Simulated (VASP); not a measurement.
Here is a VASP 6.6.1 calculation.

File POSCAR:

```
Ge3S4
1.0
    3.5829696320      0.0000000000      0.0000000000
   -1.7914848160      3.1029427223      0.0000000000
    0.0000000000      0.0000000000     14.2516085047
Ge S
3 4
Direct
    0.6666666667      0.3333333333      0.2240495601
    0.0000000000      0.0000000000      0.5000000000
    0.3333333333      0.6666666667      0.7759504399
    0.3333333333      0.6666666667      0.9199748201
    0.6666666667      0.3333333333      0.0800251799
    0.0000000000      0.0000000000      0.3160925384
    0.0000000000      0.0000000000      0.6839074616
```

File INCAR.step1:

```
SYSTEM = Ge3S4
  ALGO = Normal
  EDIFF = 1E-6
  ENCUT = 520
  GGA = PE
  ISIF = 2
  ISMEAR = 0
  IVDW = 12
  LASPH = .TRUE.
  LCHARG = .TRUE.
  LREAL = .FALSE.
  LWAVE = .FALSE.
  NBANDS = 42
  NELM = 100
  PREC = Accurate
  SIGMA = 0.1
```

Contents of KPOINTS.step1:

```
k-points
0
G
  12 12 4
  0 0 0
```

File INCAR.step2:

```
SYSTEM = Ge3S4
  ALGO = Normal
  EDIFF = 1E-6
  ENCUT = 520
  GGA = PE
  ICHARG = 11
  ISIF = 2
  ISMEAR = -5
  IVDW = 12
  LASPH = .TRUE.
  LCHARG = .FALSE.
  LORBIT = 11
  LREAL = .FALSE.
  LWAVE = .FALSE.
  NBANDS = 42
  NEDOS = 2001
  NELM = 100
  PREC = Accurate
  SIGMA = 0.1
```

Contents of KPOINTS.step2:

```
k-points
0
G
  18 18 6
  0 0 0
```

Potentials or basis: VASP PAW PBE potentials, release 64 (Ge_d, S).

Command:

```sh
$ cat potpaw_PBE.64/Ge_d/POTCAR potpaw_PBE.64/S/POTCAR > POTCAR
$ cp INCAR.step1 INCAR
$ cp KPOINTS.step1 KPOINTS
$ mpirun -np 1 vasp_std > vasp.out
$ cp INCAR.step2 INCAR
$ cp KPOINTS.step2 KPOINTS
$ mpirun -np 1 vasp_std > vasp.out
```

(1) Predict the dispersion energy per atom.

Answers

(1) -0.303 eV.
